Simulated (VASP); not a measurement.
# CdS (Greenockite) (P1) in VASP: notebook, part 2 of 2

VASP 6.6.1. The steps go on from the part before.

## (4) Single point, LDA

This run uses another cell than the first one, of 25.25 Å³/atom, 1.005 times its volume.

Contents of INCAR:

```
SYSTEM = CdS
ALGO = Normal ; EDIFF = 1E-6
ENCUT = 520 ; ISIF = 2
ISMEAR = 0 ; LASPH = .TRUE.
LCHARG = .TRUE. ; LELF = .TRUE.
LREAL = .FALSE. ; LVHAR = .TRUE.
LWAVE = .FALSE. ; NBANDS = 26
NELM = 100 ; PREC = Accurate
SIGMA = 0.01
```

Contents of KPOINTS:

```
k-points
0
G
  6 6 2
  0 0 0
```

Contents of POSCAR:

```
CdS
1.0
    4.1569051708      0.0000000000      0.0000000000
   -2.0784525854      3.5999900609      0.0000000000
    0.0000000000      0.0000000000      6.7482096713
Cd S
2 2
Direct
    0.3339800000      0.6722300000      0.9961400000
    0.6473900000      0.3066000000      0.4931500000
    0.3239900000      0.6518600000      0.3733800000
    0.6562400000      0.3279800000      0.8861900000
```

Potentials or basis: VASP PAW LDA potentials, release 64 (Cd, S).

Run with:

```bash
cat potpaw_LDA.64/Cd/POTCAR potpaw_LDA.64/S/POTCAR > POTCAR
mpirun -np 1 vasp_std > vasp.out
```

OUTCAR:

```text
SYSTEM = CdS
   EDIFF = 1E-6
   ENCUT = 520
   ISIF = 2
   ISMEAR = 0
   LASPH = .TRUE.
   LREAL = .FALSE.
   NELM = 100
   PREC = Accurate

 ion  position               nearest neighbor table
   1  0.334  0.672  0.996-   4 2.47   4 2.51   3 2.55   4 2.55
   2  0.647  0.307  0.493-   3 2.49   3 2.54   3 2.57   4 2.65
   3  0.324  0.652  0.373-   2 2.49   2 2.54   1 2.55   2 2.57
   4  0.656  0.328  0.886-   1 2.47   1 2.51   1 2.55   2 2.65

  LATTYP: Found a hexagonal cell.
 ALAT       =     4.1569051708
 C/A-ratio  =     1.6233734940

  Lattice vectors:

 A1 = (   4.1569051708,   0.0000000000,   0.0000000000)
 A2 = (  -2.0784525854,   3.5999900609,   0.0000000000)
 A3 = (   0.0000000000,   0.0000000000,   6.7482096713)

Analysis of symmetry for initial positions (statically):
=====================================================================
 Subroutine PRICEL returns:
 Original cell was already a primitive cell.

 Routine SETGRP: Setting up the symmetry group for a
 hexagonal supercell.

 Subroutine GETGRP returns: Found  1 space group operations
 (whereof  1 operations were pure point group operations)
 out of a pool of 24 trial point group operations.

The static configuration has the point symmetry C_1 .

Analysis of symmetry for dynamics (positions and initial velocities):
=====================================================================
 Subroutine PRICEL returns:
 Original cell was already a primitive cell.

 Routine SETGRP: Setting up the symmetry group for a
 hexagonal supercell.

 Subroutine GETGRP returns: Found  1 space group operations
 (whereof  1 operations were pure point group operations)
 out of a pool of 24 trial point group operations.

The dynamic configuration has the point symmetry C_1 .

 Subroutine INISYM returns: Found  1 space group operations
 (whereof  1 operations are pure point group operations),
 and found     1 'primitive' translations

----------------------------------------------------------------------------------------

                                     Primitive cell

  volume of cell :     100.9857

  direct lattice vectors                    reciprocal lattice vectors
     4.156905171  0.000000000  0.000000000     0.240563582  0.138889272  0.000000000
    -2.078452585  3.599990061  0.000000000     0.000000000  0.277778545  0.000000000
     0.000000000  0.000000000  6.748209671     0.000000000  0.000000000  0.148187452

  length of vectors
     4.156905171  4.156909139  6.748209671     0.277778810  0.277778545  0.148187452

  position of ions in fractional coordinates (direct lattice)
     0.333980000  0.672230000  0.996140000
     0.647390000  0.306600000  0.493150000
     0.323990000  0.651860000  0.373380000
     0.656240000  0.327980000  0.886190000

  ion indices of the primitive-cell ions
   primitive index   ion index
                 1           1
                 2           2
                 3           3
                 4           4

----------------------------------------------------------------------------------------

 KPOINTS: k-points

Automatic generation of k-mesh.
 Grid dimensions read from file:
 generate k-points for:    6    6    2

 Generating k-lattice:

  Cartesian coordinates                     Fractional coordinates (reciprocal lattice)
     0.040093930  0.023148212  0.000000000     0.166666667  0.000000000  0.000000000
     0.000000000  0.046296424  0.000000000     0.000000000  0.166666667  0.000000000
     0.000000000  0.000000000  0.074093726     0.000000000  0.000000000  0.500000000

  Length of vectors
     0.046296468  0.046296424  0.074093726

  Shift w.r.t. Gamma in fractional coordinates (k-lattice)
     0.000000000  0.000000000  0.000000000

 Subroutine IBZKPT returns following result:
 ===========================================

 Found     40 irreducible k-points:

 Following reciprocal coordinates:
            Coordinates               Weight
  0.000000  0.000000  0.000000      1.000000
  0.166667 -0.000000  0.000000      2.000000
  0.000000  0.166667  0.000000      2.000000
 -0.166667  0.166667  0.000000      2.000000
  0.333333 -0.000000  0.000000      2.000000
  0.000000  0.333333  0.000000      2.000000
[... 16 lines left out ...]
  0.000000  0.166667  0.500000      2.000000
 -0.166667  0.166667  0.500000      2.000000
 [... further k-points ...]
   k-points           NKPTS =     40   k-points in BZ     NKDIM =     40   number of bands    NBANDS=     26
   number of dos      NEDOS =    301   number of ions     NIONS =      4
   total plane-waves  NPLWV =  51200
   dimension x,y,z NGX =    32 NGY =   32 NGZ =   50
   dimension x,y,z NGXF=    64 NGYF=   64 NGZF=  100
   ions per type =               2   2
   NGX,Y,Z   is equivalent  to a cutoff of  12.80, 12.80, 12.32 a.u.
   NGXF,Y,Z  is equivalent  to a cutoff of  25.60, 25.60, 24.64 a.u.
 SYSTEM =  CdS
   PREC   = accura    normal or accurate (medium, high low for compatibility)
   ISTART =      0    job   : 0-new  1-cont  2-samecut
   ICHARG =      2    charge: 1-file 2-atom 10-const
   ISPIN  =      1    spin polarized calculation?
   LNONCOLLINEAR =      F non collinear calculations
   LSORBIT =      F    spin-orbit coupling
   LASPH  =      T    aspherical Exc in radial PAW
   ENCUT  =  520.0 eV  38.22 Ry    6.18 a.u.   7.73  7.73 12.55*2*pi/ulx,y,z
   NELM   =    100;   NELMIN=  2; NELMDL= -5     # of ELM steps
   EDIFF  = 0.1E-05   stopping-criterion for ELM
   LREAL  =      F    real-space projection
   EDIFFG = 0.1E-04   stopping-criterion for IOM
   NSW    =      0    number of steps for IOM
   IBRION =     -1    ionic relax: 0-MD 1-quasi-New 2-CG
   NFREE  =      0    steps in history (QN), initial steepest desc. (CG)
   ISIF   =      2    stress and relaxation
   ISYM   =      2    0-nonsym 1-usesym 2-fastsym
   POTIM  = 0.5000    time-step for ionic-motion
   TEBEG  =    0.0;   TEEND  =   0.0 temperature during run
   PSTRESS=    0.0 pullay stress
   NELECT =      36.0000    total number of electrons
   NUPDOWN=      -1.0000    fix difference up-down
   EMIN   =  10.00;   EMAX   =-10.00  energy-range for DOS
   EFERMI =   0.00;   METHOD = LEGACY
   ISMEAR =     0;   SIGMA  =   0.01  broadening in eV -4-tet -1-fermi 0-gaus
   EFERMI_NEDOS =   21; number of points for ismear=-14 and -15
   IALGO  =     38    algorithm
   IMIX   =      4    mixing-type and parameters
     AMIX     =   0.40;   BMIX     =  1.00
     AMIX_MAG =   1.60;   BMIX_MAG =  1.00
  volume/ion in A,a.u.               =      25.25       170.37
  Fermi-wavevector in a.u.,A,eV,Ry     =   1.160795  2.193585 18.333114  1.347446
  Thomas-Fermi vector in A             =   2.297374
   LORBIT       =      0    0 simple, 1 ext, 2 COOP (PROOUT), +10 PAW based schemes
   GGA     = CA    functional components
   LHFCALC =     F    Hartree Fock is set to
   AEXX    =    0.0000 exact exchange contribution
   IVDW    =     0    specifies the selected vdW correction
   LEPSILON=     F    determine dielectric tensor
   LRPA    =     F    only Hartree local field effects (RPA)
 non-spin polarized calculation
 Gauss-broadening in eV      SIGMA  =   0.01
  energy-cutoff  :      520.00
  volume of cell :      100.99
 maximum number of plane-waves:      2786
   NGX = 15   NGY = 15   NGZ = 25

 number of electron      36.0000003 magnetization

 Free energy of the ion-electron system (eV)
  ---------------------------------------------------
  ext. energy  EPLUGINS =         0.00000000
  ---------------------------------------------------
  free energy    TOTEN  =       -14.72815275 eV

  energy without entropy =      -14.72815275  energy(sigma->0) =      -14.72815275

 E-fermi :   1.0923     XC(G=0):  -9.4991

 val. band max:        0.9858084447   @ k =   0.0000   0.0000   0.0000
 cond. band min:       1.9132578681   @ k =   0.0000   0.0000   0.0000
 fundamental gap:      0.9274494235
 Fermi energy:         1.0922753342

 k-point     1 :       0.0000    0.0000    0.0000
  band No.  band energies     occupation
      1     -11.2900      2.00000
      2     -10.8613      2.00000
      3      -6.7735      2.00000
      4      -6.7174      2.00000
      5      -6.6888      2.00000
      6      -6.6855      2.00000
[... 18 lines left out ...]
     25       8.4031      0.00000
     26       8.4574      0.00000
[... 644 lines left out ...]
      4      -6.6871      2.00000
      5      -6.6516      2.00000
      6      -6.6457      2.00000
[... 18 lines left out ...]
     25       8.0878      0.00000
     26       8.1925      0.00000

 [... further k-points ...]

------------------------ aborting loop because EDIFF is reached ----------------------------------------

  FORCE on cell =-STRESS in cart. coord.  units (eV):
  Direction    XX          YY          ZZ          XY          YZ          ZX
  --------------------------------------------------------------------------------------
  -------------------------------------------------------------------------------------
  Total       -1.8893598     -1.0835102     -2.2848657     -0.2187000     -0.0238184     -0.0242048
  in kB      -29.9754195    -17.1903051    -36.2502721     -3.4697597     -0.3778878     -0.3840186
  external PRESSURE =     -27.8053322 kB  Pullay stress =       0.0000000 kB

 VOLUME and BASIS-vectors are now :
 -----------------------------------------------------------------------------
  energy-cutoff  :      520.00
  volume of cell :      100.99
      direct lattice vectors                 reciprocal lattice vectors
     4.156905171  0.000000000  0.000000000     0.240563582  0.138889272  0.000000000
    -2.078452585  3.599990061  0.000000000     0.000000000  0.277778545  0.000000000
     0.000000000  0.000000000  6.748209671     0.000000000  0.000000000  0.148187452

 POSITION                                       TOTAL-FORCE (eV/Angst)
 -----------------------------------------------------------------------------------
     -0.00887      2.42002      6.72216        -0.108853     -0.220536      0.083537
      2.05389      1.10376      3.32788         0.064380      0.230396      0.321323
     -0.00806      2.34669      2.51965        -0.078406     -0.194744      0.167537
      2.04624      1.18072      5.98020         0.122879      0.184884     -0.572397
 -----------------------------------------------------------------------------------
    total drift:                               -0.000233     -0.000047     -0.000556

  FREE ENERGIE OF THE ION-ELECTRON SYSTEM (eV)
  ---------------------------------------------------
  free  energy   TOTEN  =       -14.7281527479 eV

  energy  without entropy=      -14.7281527479  energy(sigma->0) =      -14.72815275
```

OSZICAR:

```text
N       E                     dE             d eps       ncg     rms          rms(c)
DAV:   1     0.246449347812E+03    0.24645E+03   -0.17499E+04  2088   0.127E+03
DAV:   2    -0.169960369658E+01   -0.24815E+03   -0.23967E+03  2228   0.320E+02
DAV:   3    -0.156186719659E+02   -0.13919E+02   -0.13833E+02  2522   0.763E+01
DAV:   4    -0.157665719577E+02   -0.14790E+00   -0.14773E+00  2314   0.750E+00
DAV:   5    -0.157688056144E+02   -0.22337E-02   -0.22335E-02  2470   0.928E-01    0.111E+01
DAV:   6    -0.147775402889E+02    0.99127E+00   -0.18064E+00  2780   0.143E+01    0.863E+00
DAV:   7    -0.147417482360E+02    0.35792E-01   -0.59062E-01  2176   0.422E+00    0.369E+00
DAV:   8    -0.147300231470E+02    0.11725E-01   -0.85833E-02  2170   0.281E+00    0.479E-01
DAV:   9    -0.147282691077E+02    0.17540E-02   -0.13969E-02  2464   0.145E+00    0.128E-01
DAV:  10    -0.147281312663E+02    0.13784E-03   -0.85557E-04  2304   0.298E-01    0.834E-02
DAV:  11    -0.147281409048E+02   -0.96384E-05   -0.88699E-05  2358   0.564E-02    0.861E-02
DAV:  12    -0.147281522998E+02   -0.11395E-04   -0.27603E-05  2220   0.375E-02    0.500E-02
DAV:  13    -0.147281554383E+02   -0.31386E-05   -0.11020E-05  2106   0.265E-02    0.429E-02
DAV:  14    -0.147281541263E+02    0.13120E-05   -0.10650E-06  1290   0.118E-02    0.301E-02
DAV:  15    -0.147281527918E+02    0.13345E-05   -0.37459E-06  2114   0.849E-03    0.883E-03
DAV:  16    -0.147281527479E+02    0.43989E-07   -0.44856E-07  1056   0.447E-03
   1 F= -.14728153E+02 E0= -.14728153E+02  d E =-.463394E-53
```

stdout:

```text
POSCAR found type information on POSCAR CdS
 POSCAR found :  2 types and       4 ions
 scaLAPACK will be used
 LDA part: xc-table for (Slater(with rela. corr.)+CA(PZ))
 , standard interpolation
 POSCAR, INCAR and KPOINTS ok, starting setup
 FFT: planning ... GRIDC
 FFT: planning ... GRID_SOFT
 FFT: planning ... GRID
 WAVECAR not read
 entering main loop
```

Run time: 37 s. Hardware: 1 thread of Intel Xeon 6975P-C (Granite Rapids), shared host; peak memory 0.23 GiB.

What came out:

| Quantity | Value |
| --- | --- |
| Free energy | -14.7282 eV |
| Pressure | -2.8 GPa |
| Largest force | 0.614 eV/Å |
| Band gap on the k mesh | 0.93 eV, direct |

Forces on the atoms (eV/Å):
```
Cd  -0.109 -0.221  0.084
Cd   0.064  0.230  0.321
S   -0.078 -0.195  0.168
S    0.123  0.185 -0.572
```

Stress tensor (GPa, compression positive):
```
-3.00 -0.35 -0.04
-0.35 -1.72 -0.04
-0.04 -0.04 -3.63
```

Caveat: the k points lie up to 0.47 Å⁻¹ apart.
